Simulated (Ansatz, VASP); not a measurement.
One calculation of Sr, two programs

The input INCAR:

```
PREC = Accurate
ENCUT = 520
EDIFF = 1E-6
ISMEAR = -1
SIGMA = 0.02
LREAL = F
LASPH = T
NELM = 80
ALGO = Fast
ISIF = 2
LWAVE = F
LCHARG = F
GGA = CA
NBANDS = 11
```

File KPOINTS:

```
regular mesh
0
Gamma
  8 8 8
```

The input POSCAR:

```
Sr
1.0
    0.0000000000      3.0624986004      3.0624986004
    3.0624986004      0.0000000000      3.0624986004
    3.0624986004      3.0624986004      0.0000000000
Sr
1
Direct
    0.0000000000      0.0000000000      0.0000000000
```

Contents of input.yaml:

```yaml
crystal:
  lattice:
    - [0.0, 3.0624986004, 3.0624986004]
    - [3.0624986004, 0.0, 3.0624986004]
    - [3.0624986004, 3.0624986004, 0.0]
  atoms:
    - { symbol: Sr, position: [0.0, 0.0, 0.0] }
kpoints:
  mp_grid: { grid: [8, 8, 8] }
scf:
  occupations: { method: fermi_dirac, width: 0.02 }
hamiltonian:
  xc: lda
  pseudopotentials: { kind: all_electron, lapw: { basis_error: 0.001 } }
output:
  forces: true
  stress: true
  eigenvalues: true
```

Change from the starting cell: volume scaled by 1.02.

Alike in both runs: task single point; functional LDA; k mesh 8 × 8 × 8; occupations fermi-dirac, width 0.02 eV; no spin polarisation.

|  | VASP | Ansatz |
| --- | --- | --- |
| version | VASP 6.6.1 | Ansatz 0.2.0 |
| potentials or method | VASP PAW LDA potentials, release 64 (Sr_sv), cutoff 520 eV | all-electron LAPW, scalar-relativistic |

|  | VASP | Ansatz | Ansatz less VASP |
| --- | --- | --- | --- |
| gap on the k mesh at the Fermi level (eV) | none | none | - |
| pressure (GPa) | -1.8 | -1.8 | 0.00 |

LDA's correlation is that of Perdew and Zunger in VASP and of Perdew and Wang (1992) in Ansatz. A gap of «none» marks a metal or a gap that the smearing closes. Ansatz ran all-electron here, and VASP with PAW potentials.
